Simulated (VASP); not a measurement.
# CdBr (Fd-3m) in VASP: notebook

CdBr is run at these levels: PBE; tasks: single point, relaxation of cell and atoms.

Everything below comes from runs of VASP 6.6.1. Logs are shortened: lines on timing, memory, paths and dates and some standing lists are left out, and cuts for length are marked.

## Step 1: The cell of the first run

It takes space group Fd-3m (No. 227, cubic). The conventional cell has a = 7.720 Å, b = 7.720 Å, c = 7.720 Å, α = 90.00°, β = 90.00°, γ = 90.00°. Within 4.4 Å of Cd (site symmetry -43m) lie 4 Cd at 3.34 Å and 10 Br at 3.34 to 3.86 Å. Br (site symmetry -43m) has 10 Cd at 3.34 to 3.86 Å and 4 Br at 3.34 Å within 4.4 Å.

## Step 2: Single point, PBE

INCAR reads:

```
SYSTEM = CdBr
  PREC = Accurate
  ENCUT = 520
  EDIFF = 1E-6
  ISMEAR = 0
  SIGMA = 0.1
  LREAL = .FALSE.
  LASPH = .TRUE.
  NELM = 100
  ALGO = Normal
  ISIF = 2
  LWAVE = .FALSE.
  LCHARG = .FALSE.
  GGA = PE
  NBANDS = 27
```

KPOINTS reads:

```
Automatic mesh
0
G
  4 4 4
  0 0 0
```

POSCAR reads:

```
CdBr
1.0
    0.0000000000      3.8602092623      3.8602092623
    3.8602092623      0.0000000000      3.8602092623
    3.8602092623      3.8602092623      0.0000000000
Cd Br
2 2
Direct
    0.5000000000      0.5000000000      0.5000000000
    0.7500000000      0.7500000000      0.7500000000
    0.0000000000      0.0000000000      0.0000000000
    0.2500000000      0.2500000000      0.2500000000
```

Potentials or basis: VASP PAW PBE potentials, release 64 (Cd, Br).

Started as:

```bash
$ cat potpaw_PBE.64/Cd/POTCAR potpaw_PBE.64/Br/POTCAR > POTCAR
$ mpirun -np 1 vasp_std > vasp.out
```

OUTCAR:

```text
SYSTEM = CdBr
   PREC = Accurate
   ENCUT = 520
   EDIFF = 1E-6
   ISMEAR = 0
   LREAL = .FALSE.
   LASPH = .TRUE.
   NELM = 100
   ISIF = 2
   GGA = PE

 ion  position               nearest neighbor table
   1  0.500  0.500  0.500-   2 3.34   2 3.34   2 3.34   2 3.34
   2  0.750  0.750  0.750-   1 3.34   1 3.34   1 3.34   1 3.34
   3  0.000  0.000  0.000-
   4  0.250  0.250  0.250-

  LATTYP: Found a face centered cubic cell.
 ALAT       =     7.7204185246

  Lattice vectors:

 A1 = (   0.0000000000,   3.8602092623,   3.8602092623)
 A2 = (   3.8602092623,   0.0000000000,   3.8602092623)
 A3 = (   3.8602092623,   3.8602092623,   0.0000000000)

Analysis of symmetry for initial positions (statically):
=====================================================================
 Subroutine PRICEL returns:
 Original cell was already a primitive cell.

 Routine SETGRP: Setting up the symmetry group for a
 face centered cubic supercell.

 Subroutine GETGRP returns: Found 48 space group operations
 (whereof 24 operations were pure point group operations)
 out of a pool of 48 trial point group operations.

The static configuration has the point symmetry T_d .
 The point group associated with its full space group is O_h .

Analysis of symmetry for dynamics (positions and initial velocities):
=====================================================================
 Subroutine PRICEL returns:
 Original cell was already a primitive cell.

 Routine SETGRP: Setting up the symmetry group for a
 face centered cubic supercell.

 Subroutine GETGRP returns: Found 48 space group operations
 (whereof 24 operations were pure point group operations)
 out of a pool of 48 trial point group operations.

The dynamic configuration has the point symmetry T_d .
 The point group associated with its full space group is O_h .

 Subroutine INISYM returns: Found 48 space group operations
 (whereof 24 operations are pure point group operations),
 and found     1 'primitive' translations

----------------------------------------------------------------------------------------

                                     Primitive cell

  volume of cell :     115.0436

  direct lattice vectors                    reciprocal lattice vectors
     0.000000000  3.860209262  3.860209262    -0.129526657  0.129526657  0.129526657
     3.860209262  0.000000000  3.860209262     0.129526657 -0.129526657  0.129526657
     3.860209262  3.860209262  0.000000000     0.129526657  0.129526657 -0.129526657

  length of vectors
     5.459160292  5.459160292  5.459160292     0.224346750  0.224346750  0.224346750

  position of ions in fractional coordinates (direct lattice)
     0.500000000  0.500000000  0.500000000
     0.750000000  0.750000000  0.750000000
     0.000000000  0.000000000  0.000000000
     0.250000000  0.250000000  0.250000000

  ion indices of the primitive-cell ions
   primitive index   ion index
                 1           1
                 2           2
                 3           3
                 4           4

----------------------------------------------------------------------------------------

 KPOINTS: Automatic mesh

Automatic generation of k-mesh.
 Grid dimensions read from file:
 generate k-points for:    4    4    4

 Generating k-lattice:

  Cartesian coordinates                     Fractional coordinates (reciprocal lattice)
    -0.032381664  0.032381664  0.032381664     0.250000000  0.000000000  0.000000000
     0.032381664 -0.032381664  0.032381664     0.000000000  0.250000000  0.000000000
     0.032381664  0.032381664 -0.032381664     0.000000000  0.000000000  0.250000000

  Length of vectors
     0.056086688  0.056086688  0.056086688

  Shift w.r.t. Gamma in fractional coordinates (k-lattice)
     0.000000000  0.000000000  0.000000000

 Subroutine IBZKPT returns following result:
 ===========================================

 Found      8 irreducible k-points:

 Following reciprocal coordinates:
            Coordinates               Weight
  0.000000  0.000000  0.000000      1.000000
  0.250000  0.000000  0.000000      8.000000
  0.500000  0.000000  0.000000      4.000000
  0.250000  0.250000  0.000000      6.000000
  0.500000  0.250000  0.000000     24.000000
 -0.250000  0.250000  0.000000     12.000000
  0.500000  0.500000  0.000000      3.000000
 -0.250000  0.500000  0.250000      6.000000
   k-points           NKPTS =      8   k-points in BZ     NKDIM =      8   number of bands    NBANDS=     27
   number of dos      NEDOS =    301   number of ions     NIONS =      4
   total plane-waves  NPLWV =  74088
   dimension x,y,z NGX =    42 NGY =   42 NGZ =   42
   dimension x,y,z NGXF=    84 NGYF=   84 NGZF=   84
   ions per type =               2   2
   NGX,Y,Z   is equivalent  to a cutoff of  12.79, 12.79, 12.79 a.u.
   NGXF,Y,Z  is equivalent  to a cutoff of  25.58, 25.58, 25.58 a.u.
 SYSTEM =  CdBr
   PREC   = accura    normal or accurate (medium, high low for compatibility)
   ISTART =      0    job   : 0-new  1-cont  2-samecut
   ICHARG =      2    charge: 1-file 2-atom 10-const
   ISPIN  =      1    spin polarized calculation?
   LNONCOLLINEAR =      F non collinear calculations
   LSORBIT =      F    spin-orbit coupling
   LASPH  =      T    aspherical Exc in radial PAW
   ENCUT  =  520.0 eV  38.22 Ry    6.18 a.u.  10.15 10.15 10.15*2*pi/ulx,y,z
   NELM   =    100;   NELMIN=  2; NELMDL= -5     # of ELM steps
   EDIFF  = 0.1E-05   stopping-criterion for ELM
   LREAL  =      F    real-space projection
   EDIFFG = 0.1E-04   stopping-criterion for IOM
   NSW    =      0    number of steps for IOM
   IBRION =     -1    ionic relax: 0-MD 1-quasi-New 2-CG
   NFREE  =      0    steps in history (QN), initial steepest desc. (CG)
   ISIF   =      2    stress and relaxation
   ISYM   =      2    0-nonsym 1-usesym 2-fastsym
   POTIM  = 0.5000    time-step for ionic-motion
   TEBEG  =    0.0;   TEEND  =   0.0 temperature during run
   PSTRESS=    0.0 pullay stress
   NELECT =      38.0000    total number of electrons
   NUPDOWN=      -1.0000    fix difference up-down
   EMIN   =  10.00;   EMAX   =-10.00  energy-range for DOS
   EFERMI =   0.00;   METHOD = LEGACY
   ISMEAR =     0;   SIGMA  =   0.10  broadening in eV -4-tet -1-fermi 0-gaus
   EFERMI_NEDOS =   21; number of points for ismear=-14 and -15
   IALGO  =     38    algorithm
   IMIX   =      4    mixing-type and parameters
     AMIX     =   0.40;   BMIX     =  1.00
     AMIX_MAG =   1.60;   BMIX_MAG =  1.00
  volume/ion in A,a.u.               =      28.76       194.09
  Fermi-wavevector in a.u.,A,eV,Ry     =   1.131658  2.138523 17.424298  1.280650
  Thomas-Fermi vector in A             =   2.268357
   LORBIT       =      0    0 simple, 1 ext, 2 COOP (PROOUT), +10 PAW based schemes
   GGA     = PE    functional components
   LHFCALC =     F    Hartree Fock is set to
   AEXX    =    0.0000 exact exchange contribution
   IVDW    =     0    specifies the selected vdW correction
   LEPSILON=     F    determine dielectric tensor
   LRPA    =     F    only Hartree local field effects (RPA)
 non-spin polarized calculation
 Gauss-broadening in eV      SIGMA  =   0.10
  energy-cutoff  :      520.00
  volume of cell :      115.04
 maximum number of plane-waves:      3138
 NGX is ok and might be reduce to    42
   NGX = 21   NGY = 21   NGZ = 21

 number of electron      38.0000008 magnetization

 Free energy of the ion-electron system (eV)
  ---------------------------------------------------
  ext. energy  EPLUGINS =         0.00000000
  ---------------------------------------------------
  free energy    TOTEN  =        -4.90002072 eV

  energy without entropy =       -4.88356261  energy(sigma->0) =       -4.89179166

 E-fermi :   1.1506     XC(G=0):  -9.1781

 val. band max:        1.0260925505   @ k =   0.5000   0.0000   0.0000
 cond. band min:       1.1866806292   @ k =  -0.2500   0.5000   0.2500
 fundamental gap:      0.1605880787
 Fermi energy:         1.1505808872

 k-point     1 :       0.0000    0.0000    0.0000
  band No.  band energies     occupation
      1     -13.5809      2.00000
      2     -12.4675      2.00000
      3      -7.0811      2.00000
      4      -7.0811      2.00000
      5      -7.0811      2.00000
      6      -7.0295      2.00000
[... 19 lines left out ...]
     26       7.7902      0.00000
     27       7.7902      0.00000

 k-point     2 :       0.2500    0.0000    0.0000
  band No.  band energies     occupation
      1     -13.4655      2.00000
      2     -12.5935      2.00000
      3      -7.1025      2.00000
      4      -7.1025      2.00000
      5      -7.0513      2.00000
      6      -6.9975      2.00000
[... 19 lines left out ...]
     26       7.9465      0.00000
     27       9.1907      0.00000

 k-point     3 :       0.5000    0.0000    0.0000
  band No.  band energies     occupation
      1     -13.3031      2.00000
      2     -12.7656      2.00000
      3      -7.0973      2.00000
      4      -7.0973      2.00000
      5      -7.0342      2.00000
      6      -7.0063      2.00000
[... 19 lines left out ...]
     26      10.2563      0.00000
     27      11.1349      0.00000

 k-point     4 :       0.2500    0.2500    0.0000
  band No.  band energies     occupation
      1     -13.4214      2.00000
      2     -12.6422      2.00000
      3      -7.0892      2.00000
      4      -7.0892      2.00000
      5      -7.0784      2.00000
      6      -6.9854      2.00000
[... 19 lines left out ...]
     26       7.9506      0.00000
     27       8.2815      0.00000

 k-point     5 :       0.5000    0.2500    0.0000
  band No.  band energies     occupation
      1     -13.2282      2.00000
      2     -12.8453      2.00000
      3      -7.1042      2.00000
      4      -7.1027      2.00000
      5      -7.0238      2.00000
      6      -6.9525      2.00000
[... 19 lines left out ...]
     26       9.1337      0.00000
     27      10.2860      0.00000

 k-point     6 :      -0.2500    0.2500    0.0000
  band No.  band energies     occupation
      1     -13.3072      2.00000
      2     -12.7622      2.00000
      3      -7.1240      2.00000
      4      -7.0937      2.00000
      5      -7.0275      2.00000
      6      -6.9701      2.00000
[... 19 lines left out ...]
     26       8.6151      0.00000
     27      10.9400      0.00000

 k-point     7 :       0.5000    0.5000    0.0000
  band No.  band energies     occupation
      1     -13.0395      2.00000
      2     -13.0395      2.00000
      3      -7.1035      2.00000
      4      -7.1035      2.00000
      5      -6.9823      2.00000
      6      -6.9823      2.00000
[... 19 lines left out ...]
     26       9.6312      0.00000
     27       9.8866      0.00000

 k-point     8 :      -0.2500    0.5000    0.2500
  band No.  band energies     occupation
      1     -13.0386      2.00000
      2     -13.0386      2.00000
      3      -7.1016      2.00000
      4      -7.1016      2.00000
      5      -6.9763      2.00000
      6      -6.9763      2.00000
[... 19 lines left out ...]
     26       7.9420      0.00000
     27      10.9305      0.00000

------------------------ aborting loop because EDIFF is reached ----------------------------------------

  FORCE on cell =-STRESS in cart. coord.  units (eV):
  Direction    XX          YY          ZZ          XY          YZ          ZX
  --------------------------------------------------------------------------------------
  -------------------------------------------------------------------------------------
  Total       -0.8058590     -0.8058590     -0.8058590      0.0000000     -0.0000000      0.0000000
  in kB      -11.2229522    -11.2229522    -11.2229522      0.0000000     -0.0000000      0.0000000
  external PRESSURE =     -11.2229522 kB  Pullay stress =       0.0000000 kB

 VOLUME and BASIS-vectors are now :
 -----------------------------------------------------------------------------
  energy-cutoff  :      520.00
  volume of cell :      115.04
      direct lattice vectors                 reciprocal lattice vectors
     0.000000000  3.860209262  3.860209262    -0.129526657  0.129526657  0.129526657
     3.860209262  0.000000000  3.860209262     0.129526657 -0.129526657  0.129526657
     3.860209262  3.860209262  0.000000000     0.129526657  0.129526657 -0.129526657

 POSITION                                       TOTAL-FORCE (eV/Angst)
 -----------------------------------------------------------------------------------
      3.86021      3.86021      3.86021        -0.000000     -0.000000     -0.000000
      5.79031      5.79031      5.79031         0.000000      0.000000      0.000000
      0.00000      0.00000      0.00000         0.000000      0.000000      0.000000
      1.93010      1.93010      1.93010        -0.000000     -0.000000     -0.000000
 -----------------------------------------------------------------------------------
    total drift:                               -0.000000     -0.000000      0.000000

  FREE ENERGIE OF THE ION-ELECTRON SYSTEM (eV)
  ---------------------------------------------------
  free  energy   TOTEN  =        -4.9000207188 eV

  energy  without entropy=       -4.8835626053  energy(sigma->0) =       -4.89179166
```

Run time: 32 s. Hardware: 1 thread of Intel Xeon Platinum 8375C at 2.90GHz (Ice Lake), shared host; peak memory 0.24 GiB.

What came out:

* Free energy: -4.9000 eV
* Pressure: -1.1 GPa
* Band gap on the k mesh: zero (band 19 reaches 1.19 eV, above the bottom of band 20 at 1.03 eV)

## Step 3: Single point, PBE

This run uses another cell than the first one, of 27.29 Å³/atom, 0.949 times its volume.

INCAR reads:

```
ALGO = Normal ; EDIFF = 1E-6
ENCUT = 520 ; GGA = PE
ISIF = 2 ; ISMEAR = 0
LASPH = True ; LCHARG = True
LELF = True ; LREAL = False
LVHAR = True ; LWAVE = False
NBANDS = 27 ; NELM = 80
PREC = Accurate ; SIGMA = 0.1
```

KPOINTS reads:

```
k-points
0
Gamma
  10 10 10
```

POSCAR reads:

```
CdBr
1.0
    0.0000000000      3.7931052492      3.7931052492
    3.7931052492      0.0000000000      3.7931052492
    3.7931052492      3.7931052492      0.0000000000
Cd Br
2 2
Direct
    0.5000000000      0.5000000000      0.5000000000
    0.7500000000      0.7500000000      0.7500000000
    0.0000000000      0.0000000000      0.0000000000
    0.2500000000      0.2500000000      0.2500000000
```

Potentials or basis: VASP PAW PBE potentials, release 64 (Cd, Br).

Started as:

```bash
$ cat potpaw_PBE.64/Cd/POTCAR potpaw_PBE.64/Br/POTCAR > POTCAR
$ mpirun -np 1 vasp_std > vasp.out
```

It took 2 min on 1 thread of Intel Xeon Platinum 8375C at 2.90GHz (Ice Lake), shared host; peak memory 0.3 GiB.

Results (log left out):

| Item | Value |
| --- | --- |
| Free energy | -4.9405 eV |
| Pressure | 0.1 GPa |
| Band gap on the k mesh | zero (band 19 reaches 1.64 eV, above the bottom of band 20 at 1.48 eV) |

Levels at points of the mesh, in eV from the Fermi level:
```tsv
k point	band 17	band 18	band 19	band 20	band 21	band 22
(0.00, 0.00, 0.00)	-1.96	-1.96	-1.96	2.63	3.19	3.19
(0.50, 0.00, 0.00)	-1.65	-1.51	-0.68	-0.11	2.94	2.94
(0.50, 0.50, 0.00)	-0.91	-0.91	0.05	0.05	3.76	3.76
```

(Continued in part 2 of 2.)
